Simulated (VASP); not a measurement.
Write the native input for VASP 6.6.1 that does the following.

| Quantity | Value |
| --- | --- |
| Task | single point |
| Functional | PBE |
| Potentials or basis | VASP PAW PBE potentials, release 64 (Si, Ge_d) |
| Cutoff | 520 eV |
| k mesh | 4 × 2 × 2 |
| Occupations | gaussian, width 0.1 eV |
| Spin | no spin polarisation |
| Dipole correction | no |
| Further INCAR settings | ALGO = Normal; EDIFF = 1e-07; NBANDS = 56 |

The structure of Si2Ge lies in POSCAR:

```
Si2Ge
1.0
    3.9300151171      0.0000000000      0.0000000000
    0.0000000000      6.8069858573      0.0000000000
    0.0000000000      0.0000000000      9.6184463289
Si Ge
8 4
Direct
    0.0000000000      0.3333333333      0.5398500170
    0.5000000000      0.8333333333      0.5398500170
    0.5000000000      0.1666666667      0.2141958409
    0.0000000000      0.6666666667      0.2141958409
    0.0000000000      0.3333333333      0.7858041591
    0.5000000000      0.8333333333      0.7858041591
    0.5000000000      0.1666666667      0.4601499830
    0.0000000000      0.6666666667      0.4601499830
    0.5000000000      0.5000000000      0.8707140617
    0.0000000000      1.0000000000      0.8707140617
    0.0000000000      0.0000000000      0.1292859383
    0.5000000000      0.5000000000      0.1292859383
```

One way to write it, as run:

INCAR

```
  PREC = Accurate
  ENCUT = 520
  EDIFF = 1E-7
  ISMEAR = 0
  SIGMA = 0.1
  LREAL = False
  LASPH = True
  NELM = 100
  ALGO = Normal
  ISIF = 2
  LWAVE = False
  LCHARG = False
  GGA = PE
  NBANDS = 56
```

KPOINTS

```
Automatic mesh
0
Gamma
  4 2 2
```

Potentials or basis: VASP PAW PBE potentials, release 64 (Si, Ge_d).

Command:

```console
$ cat potpaw_PBE.64/Si/POTCAR potpaw_PBE.64/Ge_d/POTCAR > POTCAR
$ mpirun -np 1 vasp_std > vasp.out
```

It gave:

| Item | Value |
| --- | --- |
| Pressure | -0.1 GPa |
| Largest force | 0.043 eV/Å |
| Band gap on the k mesh | 0.72 eV |

Caveat: the k points lie up to 0.46 Å⁻¹ apart.

It took 92 s on 1 thread of AMD EPYC 9R45 96-Core Processor (Zen 5), on a shared host, peak memory 0.37 GiB.
